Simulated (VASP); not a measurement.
Set up this calculation in VASP 6.6.1, as the native input.

```yaml
Task: single point
Functional: r2SCAN
Potentials_or_basis: VASP PAW PBE potentials, release 64 (Ge_d)
Cutoff: 520 eV
k_mesh: 10 × 10 × 10
Occupations: gaussian, width 0.02 eV
Spin: no spin polarisation
Dipole_correction: no
Further_INCAR_settings: ALGO = Normal; EDIFF = 1e-06; NBANDS = 21
```

Crystal: Ge.

```
Ge
1.0
     0.00000    2.83640    2.83640
     2.83640    0.00000    2.83640
     2.83640    2.83640    0.00000
Ge
2
Direct
  0.00000 0.00000 0.00000
  0.25000 0.25000 0.25000
```

The input as run:

POSCAR

```
Ge
1.0
    0.0000000000      2.8364010207      2.8364010207
    2.8364010207      0.0000000000      2.8364010207
    2.8364010207      2.8364010207      0.0000000000
Ge
2
Direct
    0.0000000000      0.0000000000      0.0000000000
    0.2500000000      0.2500000000      0.2500000000
```

INCAR.step1

```
  PREC = Accurate
  ENCUT = 520
  ISMEAR = 0
  SIGMA = 0.02
  LREAL = F
  LASPH = T
  NELM = 60
  NBANDS = 21
  GGA = PE
  ALGO = Normal
  EDIFF = 1E-4
  LWAVE = T
  LCHARG = F
```

INCAR.step2

```
  PREC = Accurate
  ENCUT = 520
  EDIFF = 1E-6
  ISMEAR = 0
  SIGMA = 0.02
  LREAL = F
  LASPH = T
  NELM = 60
  ALGO = Normal
  ISIF = 2
  LWAVE = F
  LCHARG = F
  METAGGA = R2SCAN
  LMIXTAU = T
  NBANDS = 21
  ISTART = 1
```

KPOINTS

```
regular mesh
0
Gamma
  10 10 10
```

Potentials or basis: VASP PAW PBE potentials, release 64 (Ge_d).

The run is started by

```bash
$ cat potpaw_PBE.64/Ge_d/POTCAR > POTCAR
$ cp INCAR.step1 INCAR
$ mpirun -np 1 vasp_std > vasp.out
$ cp INCAR.step2 INCAR
$ mpirun -np 1 vasp_std > vasp.out
```

It gave:

The pressure is 0.1 GPa and the band gap on the k mesh is 0.33 eV.

Caveat: semilocal functionals underestimate gaps, and a narrow one can read as zero; the PAW data sets were made with another functional, which shifts forces and pressure a little.

It took 69 s on 1 thread of Intel(R) Xeon(R) 6975P-C (Granite Rapids), on a shared host, peak memory 0.18 GiB.
